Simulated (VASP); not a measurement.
Crystal: KBr.

```xyz
2
Lattice="0.0000 3.7333 3.5998 3.7333 0.0000 3.5998 3.7333 3.7333 0.0000" Properties=species:S:1:pos:R:3 pbc="T T T"
K     0.0000    0.0000    0.0000
Br    1.8666    1.8666    1.7999
```

This cell differs from its parent crystal: epitaxial xy strain +1.2%.

Base run:

```yaml
Program: VASP 6.6.1
Functional: r2SCAN
Potentials_or_basis: VASP PAW PBE potentials, release 64 (K_sv, Br)
Cutoff: 520 eV
k_mesh: 6 × 6 × 6
Occupations: gaussian, width 0.01 eV
Spin: no spin polarisation
```

Its results: band gap on the k mesh 4.83 eV (least direct gap 4.84 eV); pressure 0.0 GPa.

Question: The run is repeated on the same cell with these changes: functional from r2SCAN to PBE; occupations from gaussian, width 0.01 eV to fermi-dirac, width 0.02 eV. What comes out?

Answer: Band gap on the k mesh 4.26 eV (least direct gap 4.28 eV); pressure 0.3 GPa.

Caveats: the structure was generated, so it needn't be the stable form of KBr; the PAW data sets were made with another functional, which shifts forces and pressure a little (at least some runs).

A k mesh can miss the band edges.
